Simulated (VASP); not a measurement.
# SrLi26H27 (a cell with a defect) in VASP: single point with PBE

Aim: the single point of SrLi26H27 (a cell with a defect) with PBE.

All numbers are computed with VASP 6.6.1; they aren't measurements. Logs are shortened: lines on timing, memory, paths and dates and some standing lists are left out, and cuts for length are marked.

## Step 1: The cell of the first run

The cell holds a defect, 54 atoms: a = 8.641 Å, b = 8.641 Å, c = 8.641 Å, α = 60.00°, β = 60.00°, γ = 60.00°.

## Step 2: Single point, PBE

INCAR

```
  PREC = Accurate
  ENCUT = 520
  EDIFF = 1E-6
  ISMEAR = -1
  SIGMA = 0.01
  LREAL = Auto
  LASPH = True
  NELM = 100
  ALGO = Normal
  ISIF = 2
  LWAVE = False
  LCHARG = False
  GGA = PE
  NELECT = 114.0
  NBANDS = 90
```

KPOINTS

```
regular mesh
0
Gamma
  3 3 3
```

POSCAR

```
SrLi26H27
1.0
    0.0000000000      6.1102500000      6.1102500000
    6.1102500000      0.0000000000      6.1102500000
    6.1102500000      6.1102500000      0.0000000000
Sr Li H
1 26 27
Direct
    0.0000000000      0.0000000000      0.0000000000
    0.0000000000      0.0000000000      0.3507425249
    0.0000000000      0.0000000000      0.6492574751
    0.0000000000      0.3507425249      0.0000000000
   -0.0037645719      0.3345881906      0.3345881906
    0.0000000000      0.3507425249      0.6492574751
    0.0000000000      0.6492574751      0.0000000000
    0.0000000000      0.6492574751      0.3507425249
    0.0037645719      0.6654118094      0.6654118094
    0.3507425249      0.0000000000      0.0000000000
    0.3345881906     -0.0037645719      0.3345881906
    0.3507425249      0.0000000000      0.6492574751
    0.3345881906      0.3345881906     -0.0037645719
    0.3345881906      0.3345881906      0.3345881906
    0.3360857136      0.3360857136      0.6639142864
    0.3507425249      0.6492574751      0.0000000000
    0.3360857136      0.6639142864      0.3360857136
    0.3360857136      0.6639142864      0.6639142864
    0.6492574751      0.0000000000      0.0000000000
    0.6492574751      0.0000000000      0.3507425249
    0.6654118094      0.0037645719      0.6654118094
    0.6492574751      0.3507425249      0.0000000000
    0.6639142864      0.3360857136      0.3360857136
    0.6639142864      0.3360857136      0.6639142864
    0.6654118094      0.6654118094      0.0037645719
    0.6639142864      0.6639142864      0.3360857136
    0.6654118094      0.6654118094      0.6654118094
    0.1645434038      0.1645434038      0.1645434038
    0.1645434038      0.1645434038      0.5063697885
    0.1863769599      0.1863769599      0.8136230401
    0.1645434038      0.5063697885      0.1645434038
    0.1674097114      0.5000000000      0.5000000000
    0.1674097114      0.5000000000      0.8325902886
    0.1863769599      0.8136230401      0.1863769599
    0.1674097114      0.8325902886      0.5000000000
    0.1863769599      0.8136230401      0.8136230401
    0.5063697885      0.1645434038      0.1645434038
    0.5000000000      0.1674097114      0.5000000000
    0.5000000000      0.1674097114      0.8325902886
    0.5000000000      0.5000000000      0.1674097114
    0.5000000000      0.5000000000      0.5000000000
    0.5000000000      0.5000000000      0.8325902886
    0.5000000000      0.8325902886      0.1674097114
    0.5000000000      0.8325902886      0.5000000000
    0.4936302115      0.8354565962      0.8354565962
    0.8136230401      0.1863769599      0.1863769599
    0.8325902886      0.1674097114      0.5000000000
    0.8136230401      0.1863769599      0.8136230401
    0.8325902886      0.5000000000      0.1674097114
    0.8325902886      0.5000000000      0.5000000000
    0.8354565962      0.4936302115      0.8354565962
    0.8136230401      0.8136230401      0.1863769599
    0.8354565962      0.8354565962      0.4936302115
    0.8354565962      0.8354565962      0.8354565962
```

Potentials or basis: VASP PAW PBE potentials, release 64 (Sr_sv, Li_sv, H).

Run with:

```sh
> cat potpaw_PBE.64/Sr_sv/POTCAR potpaw_PBE.64/Li_sv/POTCAR potpaw_PBE.64/H/POTCAR > POTCAR
> mpirun -np 1 vasp_std > vasp.out
```

OUTCAR:

```text
PREC = Accurate
   ENCUT = 520
   EDIFF = 1E-6
   ISMEAR = -1
   LREAL = Auto
   LASPH = True
   NELM = 100
   ISIF = 2
   GGA = PE
   NELECT = 114.0

 ion  position               nearest neighbor table
   1  0.000  0.000  0.000-  30 2.28  34 2.28  36 2.28  46 2.28  48 2.28  52 2.28  10 3.03  12 3.03
                            16 3.03  19 3.03  20 3.03  22 3.03   2 3.03   3 3.03   4 3.03   6 3.03
   2  0.000  0.000  0.351-   3 2.58   1 3.03
   3  0.000  0.000  0.649-   2 2.58   1 3.03
   4  0.000  0.351  0.000-   7 2.58   1 3.03
   5  0.996  0.335  0.335-
   6  0.000  0.351  0.649-   8 2.58   1 3.03
   7  0.000  0.649  0.000-   4 2.58   1 3.03
   8  0.000  0.649  0.351-   6 2.58   1 3.03
   9  0.004  0.665  0.665-
  10  0.351  0.000  0.000-  19 2.58   1 3.03
  11  0.335  0.996  0.335-
  12  0.351  0.000  0.649-  20 2.58   1 3.03
  13  0.335  0.335  0.996-
  14  0.335  0.335  0.335-
  15  0.336  0.336  0.664-
  16  0.351  0.649  0.000-  22 2.58   1 3.03
  17  0.336  0.664  0.336-
  18  0.336  0.664  0.664-
[... 22 lines left out ...]
  41  0.500  0.500  0.500-
  42  0.500  0.500  0.833-
  43  0.500  0.833  0.167-
  44  0.500  0.833  0.500-
  45  0.494  0.835  0.835-
  46  0.814  0.186  0.186-   1 2.28
  47  0.833  0.167  0.500-
  48  0.814  0.186  0.814-   1 2.28
  49  0.833  0.500  0.167-
  50  0.833  0.500  0.500-
  51  0.835  0.494  0.835-
  52  0.814  0.814  0.186-   1 2.28
  53  0.835  0.835  0.494-
  54  0.835  0.835  0.835-

  LATTYP: Found a face centered cubic cell.
 ALAT       =    12.2205000000

  Lattice vectors:

 A1 = (   0.0000000000,   6.1102500000,   6.1102500000)
 A2 = (   6.1102500000,   0.0000000000,   6.1102500000)
 A3 = (   6.1102500000,   6.1102500000,   0.0000000000)

Analysis of symmetry for initial positions (statically):
=====================================================================
 Subroutine PRICEL returns:
 Original cell was already a primitive cell.

 Routine SETGRP: Setting up the symmetry group for a
 face centered cubic supercell.

 Subroutine GETGRP returns: Found 48 space group operations
 (whereof 48 operations were pure point group operations)
 out of a pool of 48 trial point group operations.

The static configuration has the point symmetry O_h .
[... 192 lines left out ...]
   LSORBIT =      F    spin-orbit coupling
   LASPH  =      T    aspherical Exc in radial PAW
   ENCUT  =  520.0 eV  38.22 Ry    6.18 a.u.  16.07 16.07 16.07*2*pi/ulx,y,z
   NELM   =    100;   NELMIN=  2; NELMDL= -5     # of ELM steps
   EDIFF  = 0.1E-05   stopping-criterion for ELM
   LREAL  =      T    real-space projection
   EDIFFG = 0.1E-04   stopping-criterion for IOM
   NSW    =      0    number of steps for IOM
   IBRION =     -1    ionic relax: 0-MD 1-quasi-New 2-CG
   NFREE  =      0    steps in history (QN), initial steepest desc. (CG)
   ISIF   =      2    stress and relaxation
   ISYM   =      2    0-nonsym 1-usesym 2-fastsym
   POTIM  = 0.5000    time-step for ionic-motion
   TEBEG  =    0.0;   TEEND  =   0.0 temperature during run
   PSTRESS=    0.0 pullay stress
   NELECT =     114.0000    total number of electrons
   NUPDOWN=      -1.0000    fix difference up-down
   EMIN   =  10.00;   EMAX   =-10.00  energy-range for DOS
   EFERMI =   0.00;   METHOD = LEGACY
   ISMEAR =    -1;   SIGMA  =   0.01  broadening in eV -4-tet -1-fermi 0-gaus
   EFERMI_NEDOS =   21; number of points for ismear=-14 and -15
   IALGO  =     38    algorithm
   IMIX   =      4    mixing-type and parameters
     AMIX     =   0.40;   BMIX     =  1.00
     AMIX_MAG =   1.60;   BMIX_MAG =  1.00
  volume/ion in A,a.u.               =       8.45        57.02
  Fermi-wavevector in a.u.,A,eV,Ry     =   1.031116  1.948526 14.465713  1.063200
  Thomas-Fermi vector in A             =   2.165248
   LORBIT       =      0    0 simple, 1 ext, 2 COOP (PROOUT), +10 PAW based schemes
   GGA     = PE    functional components
   LHFCALC =     F    Hartree Fock is set to
   AEXX    =    0.0000 exact exchange contribution
   IVDW    =     0    specifies the selected vdW correction
   LEPSILON=     F    determine dielectric tensor
   LRPA    =     F    only Hartree local field effects (RPA)
 non-spin polarized calculation
  energy-cutoff  :      520.00
  volume of cell :      456.25
 maximum number of plane-waves:     12339
   NGX = 33   NGY = 33   NGZ = 33

 number of electron     113.9999834 magnetization

 Free energy of the ion-electron system (eV)
  ---------------------------------------------------
  ext. energy  EPLUGINS =         0.00000000
  ---------------------------------------------------
  free energy    TOTEN  =      -165.39211379 eV

  energy without entropy =     -165.39211379  energy(sigma->0) =     -165.39211379

 E-fermi :   0.3407     XC(G=0):  -8.4849

 val. band max:       -0.0163056878   @ k =  -0.3333   0.3333   0.0000
 cond. band min:       3.3138923999   @ k =   0.3333   0.3333   0.0000
 fundamental gap:      3.3301980877
 Fermi energy:         0.3406925901

 k-point     1 :       0.0000    0.0000    0.0000
  band No.  band energies     occupation
      1     -44.1852      2.00000
      2     -44.1704      2.00000
      3     -44.1704      2.00000
      4     -44.1704      2.00000
      5     -44.1631      2.00000
      6     -44.1631      2.00000
[... 277 lines left out ...]
     68       5.4443      0.00000
     69       5.5281      0.00000
 [bands above 69 left out]

------------------------ aborting loop because EDIFF is reached ----------------------------------------

  FORCE on cell =-STRESS in cart. coord.  units (eV):
  Direction    XX          YY          ZZ          XY          YZ          ZX
  --------------------------------------------------------------------------------------
  -------------------------------------------------------------------------------------
  Total       -1.2328601     -1.2328601     -1.2328601      0.0000000      0.0000000      0.0000000
  in kB       -4.3292976     -4.3292976     -4.3292976      0.0000000      0.0000000      0.0000000
  external PRESSURE =      -4.3292976 kB  Pullay stress =       0.0000000 kB

 VOLUME and BASIS-vectors are now :
 -----------------------------------------------------------------------------
  energy-cutoff  :      520.00
  volume of cell :      456.25
      direct lattice vectors                 reciprocal lattice vectors
     0.000000000  6.110250000  6.110250000    -0.081829712  0.081829712  0.081829712
     6.110250000  0.000000000  6.110250000     0.081829712 -0.081829712  0.081829712
     6.110250000  6.110250000  0.000000000     0.081829712  0.081829712 -0.081829712

 POSITION                                       TOTAL-FORCE (eV/Angst)
 -----------------------------------------------------------------------------------
      0.00000      0.00000      0.00000        -0.000000     -0.000000      0.000000
      2.14312      2.14312      0.00000        -0.016320     -0.016320      0.000000
      3.96713      3.96713      0.00000         0.016320      0.016320      0.000000
      2.14312      0.00000      2.14312        -0.016320     -0.000000     -0.016320
      4.08883      8.13167      8.13167         0.002674     -0.002674     -0.002674
      6.11025      3.96713      2.14312        -0.000000      0.016320     -0.016320
[... 46 lines left out ...]
      8.12105      8.12105     10.20970         0.007579      0.007579     -0.007579
     10.20970     10.20970     10.20970        -0.007579     -0.007579     -0.007579
 -----------------------------------------------------------------------------------
    total drift:                                0.000000      0.000000      0.000000

  FREE ENERGIE OF THE ION-ELECTRON SYSTEM (eV)
  ---------------------------------------------------
  free  energy   TOTEN  =      -165.3921137865 eV

  energy  without entropy=     -165.3921137865  energy(sigma->0) =     -165.39211379
```

Run time: 4.9 min. Hardware: 1 thread of Intel Xeon Platinum 8488C (Sapphire Rapids), shared host; peak memory 0.59 GiB.

What came out:

```yaml
Free_energy: -165.3921 eV
Largest_force: 0.032 eV/Å
```

Forces on the atoms (eV/Å):
```
Sr   0.000  0.000  0.000
Li  -0.016 -0.016  0.000
Li   0.016  0.016  0.000
Li  -0.016  0.000 -0.016
Li   0.003 -0.003 -0.003
Li   0.000  0.016 -0.016
Li   0.016  0.000  0.016
Li   0.000 -0.016  0.016
Li  -0.003  0.003  0.003
Li   0.000 -0.016 -0.016
Li  -0.003  0.003 -0.003
Li   0.016  0.000 -0.016
Li  -0.003 -0.003  0.003
Li   0.003  0.003  0.003
Li   0.000  0.000  0.004
Li   0.016 -0.016  0.000
Li   0.000  0.004  0.000
Li  -0.004  0.000  0.000
Li   0.000  0.016  0.016
Li  -0.016  0.000  0.016
Li   0.003 -0.003  0.003
Li  -0.016  0.016  0.000
Li   0.004  0.000  0.000
Li   0.000 -0.004  0.000
Li   0.003  0.003 -0.003
Li   0.000  0.000 -0.004
Li  -0.003 -0.003 -0.003
H    0.008  0.008  0.008
H   -0.008 -0.008  0.008
H    0.000  0.000  0.012
H   -0.008  0.008 -0.008
H    0.000 -0.022 -0.022
H    0.022  0.000 -0.022
H    0.000  0.012  0.000
H    0.022 -0.022  0.000
H   -0.012  0.000  0.000
H    0.008 -0.008 -0.008
H   -0.022  0.000 -0.022
H    0.000  0.022 -0.022
H   -0.022 -0.022  0.000
H    0.000  0.000  0.000
H    0.022  0.022  0.000
H    0.000 -0.022  0.022
H    0.022  0.000  0.022
H   -0.008  0.008  0.008
H    0.012  0.000  0.000
H   -0.022  0.022  0.000
H    0.000 -0.012  0.000
H   -0.022  0.000  0.022
H    0.000  0.022  0.022
H    0.008 -0.008  0.008
H    0.000  0.000 -0.012
H    0.008  0.008 -0.008
H   -0.008 -0.008 -0.008
```

Caveat: the cell carries a net charge on a neutralising background, which shifts energy and pressure; the cell is charged against a uniform background, so pressure and absolute levels hang on convention; the cutoff is under 1.25 times the usual one of these potentials, so pressure, stress and relaxed cells hold a basis-set (Pulay) error.
